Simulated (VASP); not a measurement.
# Zn (Fm-3m) in VASP: a series of runs, part 2 of 2

VASP 6.6.1. Earlier steps stand in the parts before.

## Step 3: Relaxation of cell and atoms, PBE

This run uses another cell than the first one, of 14.91 Å³/atom.

INCAR

```
ALGO = Normal ; EDIFF = 1E-7
EDIFFG = -0.005 ; ENCUT = 600
GGA = PE ; IBRION = 2
ISIF = 3 ; ISMEAR = 0
LASPH = True ; LCHARG = False
LREAL = False ; LWAVE = False
NELM = 100 ; NSW = 100
PREC = Accurate ; SIGMA = 0.1
```

KPOINTS

```
k-points
0
Gamma
  18 18 18
```

POSCAR

```
Zn
1.0
    0.0000000000      1.9536485107      1.9536485107
    1.9536485107      0.0000000000      1.9536485107
    1.9536485107      1.9536485107      0.0000000000
Zn
1
Direct
    0.0000000000      0.0000000000      0.0000000000
```

Potentials or basis: VASP PAW PBE potentials, release 64 (Zn).

Command:

```bash
cat potpaw_PBE.64/Zn/POTCAR > POTCAR
mpirun -np 1 vasp_std > vasp.out
```

OUTCAR:

```text
EDIFF = 1E-7
   EDIFFG = -0.005
   ENCUT = 600
   GGA = PE
   IBRION = 2
   ISIF = 3
   ISMEAR = 0
   LASPH = True
   LREAL = False
   NELM = 100
   NSW = 100
   PREC = Accurate

 ion  position               nearest neighbor table
   1  0.000  0.000  0.000-

  LATTYP: Found a face centered cubic cell.
 ALAT       =     3.9072970214

  Lattice vectors:

 A1 = (   0.0000000000,   1.9536485107,   1.9536485107)
 A2 = (   1.9536485107,   0.0000000000,   1.9536485107)
 A3 = (   1.9536485107,   1.9536485107,   0.0000000000)

Analysis of symmetry for initial positions (statically):
=====================================================================
 Subroutine PRICEL returns:
 Original cell was already a primitive cell.

 Routine SETGRP: Setting up the symmetry group for a
 face centered cubic supercell.

 Subroutine GETGRP returns: Found 48 space group operations
 (whereof 48 operations were pure point group operations)
 out of a pool of 48 trial point group operations.

The static configuration has the point symmetry O_h .

Analysis of symmetry for dynamics (positions and initial velocities):
=====================================================================
 Subroutine PRICEL returns:
 Original cell was already a primitive cell.

 Routine SETGRP: Setting up the symmetry group for a
 face centered cubic supercell.

 Subroutine GETGRP returns: Found 48 space group operations
 (whereof 48 operations were pure point group operations)
 out of a pool of 48 trial point group operations.

The dynamic configuration has the point symmetry O_h .

 Subroutine INISYM returns: Found 48 space group operations
 (whereof 48 operations are pure point group operations),
 and found     1 'primitive' translations

----------------------------------------------------------------------------------------

                                     Primitive cell

  volume of cell :      14.9131

  direct lattice vectors                    reciprocal lattice vectors
     0.000000000  1.953648511  1.953648511    -0.255931401  0.255931401  0.255931401
     1.953648511  0.000000000  1.953648511     0.255931401 -0.255931401  0.255931401
     1.953648511  1.953648511  0.000000000     0.255931401  0.255931401 -0.255931401

  length of vectors
     2.762876220  2.762876220  2.762876220     0.443286189  0.443286189  0.443286189

  position of ions in fractional coordinates (direct lattice)
     0.000000000  0.000000000  0.000000000

  ion indices of the primitive-cell ions
   primitive index   ion index
                 1           1

----------------------------------------------------------------------------------------

 KPOINTS: k-points

[... 98 lines left out ...]
 conjugate gradient relaxation of ions
 non-spin polarized calculation
 Gauss-broadening in eV      SIGMA  =   0.10
  energy-cutoff  :      600.00
  volume of cell :       14.91
 maximum number of plane-waves:       531
 NGX is ok and might be reduce to    24
   NGX = 11   NGY = 11   NGZ = 11

--------------------------------------- Ionic step        1  -------------------------------------------

 number of electron      12.0000009 magnetization

 Free energy of the ion-electron system (eV)
  ---------------------------------------------------
  ext. energy  EPLUGINS =         0.00000000
  ---------------------------------------------------
  free energy    TOTEN  =        -1.08382634 eV

  energy without entropy =       -1.08249286  energy(sigma->0) =       -1.08315960

------------------------ aborting loop because EDIFF is reached ----------------------------------------

  FORCE on cell =-STRESS in cart. coord.  units (eV):
  Direction    XX          YY          ZZ          XY          YZ          ZX
  --------------------------------------------------------------------------------------
  -------------------------------------------------------------------------------------
  Total        0.1344635      0.1344635      0.1344635      0.0000000      0.0000000     -0.0000000
  in kB       14.4459345     14.4459345     14.4459345      0.0000000      0.0000000     -0.0000000
  external PRESSURE =      14.4459345 kB  Pullay stress =       0.0000000 kB

 VOLUME and BASIS-vectors are now :
 -----------------------------------------------------------------------------
  energy-cutoff  :      600.00
  volume of cell :       14.91
      direct lattice vectors                 reciprocal lattice vectors
     0.000000000  1.953648511  1.953648511    -0.255931401  0.255931401  0.255931401
     1.953648511  0.000000000  1.953648511     0.255931401 -0.255931401  0.255931401
     1.953648511  1.953648511  0.000000000     0.255931401  0.255931401 -0.255931401

 POSITION                                       TOTAL-FORCE (eV/Angst)
 -----------------------------------------------------------------------------------
      0.00000      0.00000      0.00000        -0.000000     -0.000000     -0.000000
 -----------------------------------------------------------------------------------
    total drift:                               -0.000000      0.000000      0.000000

  FREE ENERGIE OF THE ION-ELECTRON SYSTEM (eV)
  ---------------------------------------------------
  free  energy   TOTEN  =        -1.0838263420 eV

  energy  without entropy=       -1.0824928571  energy(sigma->0) =       -1.08315960

--------------------------------------- Ionic step        2  -------------------------------------------

 number of electron      12.0000008 magnetization

 Free energy of the ion-electron system (eV)
  ---------------------------------------------------
  ext. energy  EPLUGINS =         0.00000000
  ---------------------------------------------------
  free energy    TOTEN  =        -1.08513118 eV

  energy without entropy =       -1.08386534  energy(sigma->0) =       -1.08449826

 E-fermi :   3.0045     XC(G=0): -11.5644

 val. band max:        2.9778014714   @ k =  -0.3889   0.4444   0.0556
 cond. band min:       3.0680430847   @ k =  -0.3333   0.3333   0.1667
 fundamental gap:      0.0902416132
 Fermi energy:         3.0044529249

 k-point     1 :       0.0000    0.0000    0.0000
  band No.  band energies     occupation
      1      -7.2685      2.00000
      2      -4.5479      2.00000
      3      -4.5479      2.00000
      4      -4.5479      2.00000
      5      -4.1701      2.00000
      6      -4.1701      2.00000
      7      21.3041      0.00000
      8      21.3041      0.00000
      9      21.3041      0.00000
     10      21.9415      0.00000
[... 287 lines left out ...]
 k-point    24 :      -0.2222    0.0556    0.0000
  band No.  band energies     occupation
      1      -5.6755      2.00000
      2      -4.5245      2.00000
      3      -4.4514      2.00000
      4      -4.4246      2.00000
      5      -4.1775      2.00000
      6      -4.0229      2.00000
      7      10.8508      0.00000
      8      17.0280      0.00000
      9      20.4167      0.00000
     10      21.7985      0.00000

 [... further k-points ...]

------------------------ aborting loop because EDIFF is reached ----------------------------------------

  FORCE on cell =-STRESS in cart. coord.  units (eV):
  Direction    XX          YY          ZZ          XY          YZ          ZX
  --------------------------------------------------------------------------------------
  -------------------------------------------------------------------------------------
  Total        0.0045129      0.0045129      0.0045129      0.0000000     -0.0000000     -0.0000000
  in kB        0.4755254      0.4755254      0.4755254      0.0000000     -0.0000000     -0.0000000
  external PRESSURE =       0.4755254 kB  Pullay stress =       0.0000000 kB

 VOLUME and BASIS-vectors are now :
 -----------------------------------------------------------------------------
  energy-cutoff  :      600.00
  volume of cell :       15.21
      direct lattice vectors                 reciprocal lattice vectors
    -0.000000000  1.966321585  1.966321585    -0.254281906  0.254281906  0.254281906
     1.966321585 -0.000000000  1.966321585     0.254281906 -0.254281906  0.254281906
     1.966321585  1.966321585 -0.000000000     0.254281906  0.254281906 -0.254281906

 POSITION                                       TOTAL-FORCE (eV/Angst)
 -----------------------------------------------------------------------------------
      3.93264      3.93264      3.93264        -0.000000     -0.000000     -0.000000
 -----------------------------------------------------------------------------------
    total drift:                               -0.000000     -0.000000      0.000000

  FREE ENERGIE OF THE ION-ELECTRON SYSTEM (eV)
  ---------------------------------------------------
  free  energy   TOTEN  =        -1.0851311775 eV

  energy  without entropy=       -1.0838653385  energy(sigma->0) =       -1.08449826

 reached required accuracy - stopping structural energy minimisation
```

Run time: 45 s. Hardware: 1 thread of Intel Xeon 8259CL, shared host; peak memory 0.17 GiB.

What came out:

```yaml
Free_energy: -1.0851 eV
Relaxed_volume: 15.21 Å³/atom
Relaxed_cell: a = 2.781 Å, b = 2.781 Å, c = 2.781 Å, α = 60.00°, β = 60.00°, γ = 60.00°
Space_group_after_relaxing_to_0.1_Å: Fm-3m (No. 225)
Energy_gained_by_relaxing: 1.3 meV/atom
Ionic_steps: 2
Pressure_after_relaxing: 0.0 GPa
Band_gap_on_the_k_mesh: zero (bands 6 and 7 overlap by 3.02 eV)
```

The path:
```tsv
step	energy change (eV)	largest force (eV/Å)	pressure (GPa)	volume (Å³)
1	0.0000	0.0000	1.44	14.91
2	-0.0013	0.0000	0.05	15.21
```

Final structure:
```
Zn
1.0
     0.00000    1.96632    1.96632
     1.96632    0.00000    1.96632
     1.96632    1.96632    0.00000
Zn
1
Direct
  0.00000 0.00000 0.00000
```

PBE usually gives volumes a little too large and moduli too small. Zero-point motion and thermal expansion aren't in these numbers.
